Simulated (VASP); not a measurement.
Here is a VASP 6.6.1 calculation.

File INCAR:

```
SYSTEM = Zn
PREC = Accurate
ENCUT = 520
EDIFF = 1E-6
ISMEAR = -1
SIGMA = 0.1
LREAL = .FALSE.
LASPH = .TRUE.
NELM = 100
ALGO = Normal
ISIF = 2
LWAVE = .FALSE.
LCHARG = .FALSE.
NBANDS = 19
```

The input KPOINTS:

```
Automatic mesh
0
G
  13 13 13
  0 0 0
```

The input POSCAR:

```
Zn
1.0
    0.0000000000      2.7757537852      2.7757537852
    2.7757537852      0.0000000000      2.7757537852
    2.7757537852      2.7757537852      0.0000000000
Zn
2
Direct
   -0.1250000000     -0.1250000000     -0.1250000000
    0.1250000000      0.1250000000      0.1250000000
```

Potentials or basis: VASP PAW LDA potentials, release 64 (Zn).

Launch:

```bash
$ cat potpaw_LDA.64/Zn/POTCAR > POTCAR
$ mpirun -np 1 vasp_std > vasp.out
```

(1) What does it give for the band gap on the k mesh?

(2) Estimate the pressure.

Answers

(1) zero (bands 12 and 13 overlap by 6.69 eV).

(2) 0.4 GPa.
